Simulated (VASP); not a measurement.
Write the native input for VASP 6.6.1 that does the following.

| Item | Value |
| --- | --- |
| Task | single point |
| Functional | PBE |
| Potentials or basis | VASP PAW PBE potentials, release 64 (B, N) |
| Cutoff | 520 eV |
| k mesh | 8 × 8 × 3 |
| Occupations | gaussian, width 0.01 eV |
| Spin | no spin polarisation |
| Dipole correction | no |
| Further INCAR settings | ALGO = Normal; EDIFF = 1e-07; NBANDS = 16 |

The structure of BN lies in POSCAR:

```
BN
1.0
    2.4982400000      0.0000000000      0.0000000000
   -1.2491200000      2.1635390000      0.0000000000
    0.0000000000      0.0000000000      6.6357000000
B N
2 2
Direct
    0.3333333333      0.6666666667      0.2500000000
    0.6666666667      0.3333333333      0.7500000000
    0.3333333333      0.6666666667      0.7500000000
    0.6897769503      0.3795539007      0.2500000000
```

One way to write it, as run:

INCAR

```
ALGO = Normal
EDIFF = 1E-7
ENCUT = 520
GGA = PE
ISIF = 2
ISMEAR = 0
LASPH = T
LCHARG = F
LREAL = F
LWAVE = F
NBANDS = 16
NELM = 100
PREC = Accurate
SIGMA = 0.01
```

KPOINTS

```
k-points
0
Gamma
  8 8 3
```

Potentials or basis: VASP PAW PBE potentials, release 64 (B, N).

Run with:

```console
$ cat potpaw_PBE.64/B/POTCAR potpaw_PBE.64/N/POTCAR > POTCAR
$ mpirun -np 1 vasp_std > vasp.out
```

Results of the run:

```json
{"Pressure": "6.8 GPa", "Largest force": "3.574 eV/Å", "Band gap on the k mesh": "4.19 eV, indirect (least direct gap 4.61 eV)"}
```

Caveat: this functional lacks dispersion, which binds the layers, so the pressure and a relaxed spacing across them are unreliable; forces of over 1 eV/Å act on the atoms, so gaps and moduli don't describe the material at rest.

Wall time 44 s on 1 thread of AMD EPYC 7R13 (shared host), peak memory 0.12 GiB.
